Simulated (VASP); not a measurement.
Here is a VASP 6.6.1 calculation.

INCAR

```
SYSTEM = CaBr
PREC = Accurate ; ENCUT = 520
EDIFF = 1E-6 ; ISMEAR = 1
SIGMA = 0.3 ; LREAL = .False.
LASPH = .True. ; NELM = 60
ALGO = Normal ; ISIF = 2
LWAVE = .False. ; LCHARG = .True.
GGA = PE ; LELF = .True.
LVHAR = .True. ; NBANDS = 25
```

Contents of KPOINTS:

```
regular mesh
0
Gamma
  7 7 3
  0 0 0
```

POSCAR

```
CaBr
1.0
    4.0841480000      0.0000000000      0.0000000000
   -2.0420740000      3.5369759208      0.0000000000
    0.0000000000      0.0000000000      9.6721260000
Ca Br
2 2
Direct
    0.3333333333      0.6666666667      0.3405120000
    0.6666666667      0.3333333333      0.8405120000
    0.3333333333      0.6666666667      0.0344880000
    0.6666666667      0.3333333333      0.5344880000
```

Potentials or basis: VASP PAW PBE potentials, release 64 (Ca_sv, Br).

Run with:

```bash
$ cat potpaw_PBE.64/Ca_sv/POTCAR potpaw_PBE.64/Br/POTCAR > POTCAR
$ mpirun -np 1 vasp_std > vasp.out
```

Estimate the band gap on the k mesh.

zero (bands 17 and 18 overlap by 0.82 eV).

Estimate the pressure.

0.5 GPa.

Forces on the atoms (eV/Å):
```
Ca   0.000  0.000 -0.128
Ca   0.000  0.000 -0.128
Br   0.000  0.000  0.128
Br   0.000  0.000  0.128
```

Caveat: so wide a smearing shifts energies and pressures.
